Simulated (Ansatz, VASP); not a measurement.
# Two plane-wave programs on BaTiO3

File INCAR:

```
PREC = Accurate
ENCUT = 520
EDIFF = 1E-6
ISMEAR = 0
SIGMA = 0.02
LREAL = F
LASPH = T
NELM = 60
ALGO = Normal
ISIF = 2
LWAVE = F
LCHARG = F
GGA = PS
NBANDS = 28
```

Contents of KPOINTS:

```
regular mesh
0
Gamma
  6 6 6
```

Contents of POSCAR:

```
BaTiO3
1.0
    3.9499158408      0.0000000000      0.0000000000
    0.0000000000      2.8284512529      2.8386567309
    0.0000000000     -2.8284512529      2.8386567309
Ba Ti O
1 1 3
Direct
    0.0000000000      0.0036319266      0.0036319266
    0.5000000000      0.5164790853      0.5164790853
    0.5000000000      0.9814796896      0.4903218797
    0.5000000000      0.4903218797      0.9814796896
    0.0000000000      0.4879874188      0.4879874188
```

Input for Ansatz:

```yaml
crystal:
  lattice:
    - [3.9499158408, 0.0, 0.0]
    - [0.0, 2.8284512529, 2.8386567309]
    - [0.0, -2.8284512529, 2.8386567309]
  atoms:
    - { symbol: Ba, position: [0.0, 0.0036319266, 0.0036319266] }
    - { symbol: Ti, position: [0.5, 0.5164790853, 0.5164790853] }
    - { symbol: O, position: [0.5, 0.9814796896, 0.4903218797] }
    - { symbol: O, position: [0.5, 0.4903218797, 0.9814796896] }
    - { symbol: O, position: [0.0, 0.4879874188, 0.4879874188] }
basis:
  ecutwfc: 420
  xc_grid: 2
kpoints:
  mp_grid: { grid: [6, 6, 6] }
  band_path: { path: [VBM, CBM], npoints: 2 }
hamiltonian:
  xc: pbesol
scf:
  occupations: { method: gaussian, width: 0.02 }
output:
  forces: true
  stress: true
  eigenvalues: true
```

Alike in both runs: task single point; functional PBEsol; k mesh 6 × 6 × 6; occupations gaussian, width 0.02 eV; no spin polarisation.

|  | VASP | Ansatz |
| --- | --- | --- |
| version | VASP 6.6.1 | Ansatz 0.2.0 |
| potentials or method | VASP PAW PBE potentials, release 64 (Ba_sv, Ti_sv, O), cutoff 520 eV | scalar-relativistic, plane waves, PAW |
| valence electrons in the cell | 40 | 40 |

```csv
,VASP,Ansatz,Ansatz less VASP
gap on the k mesh at the Fermi level (eV),2.09,2.14,+0.058
least direct gap on the mesh (eV),2.44,2.45,+0.018
pressure (GPa),1.9,0.0,-1.95
rms of the force components (eV/Å),0.023,0.002,-0.0212
```

VASP's potentials were made for PBE, not for PBEsol. Atom by atom the forces differ by 0.024 eV/Å (rms over components).

Neither program's run includes spin-orbit coupling.
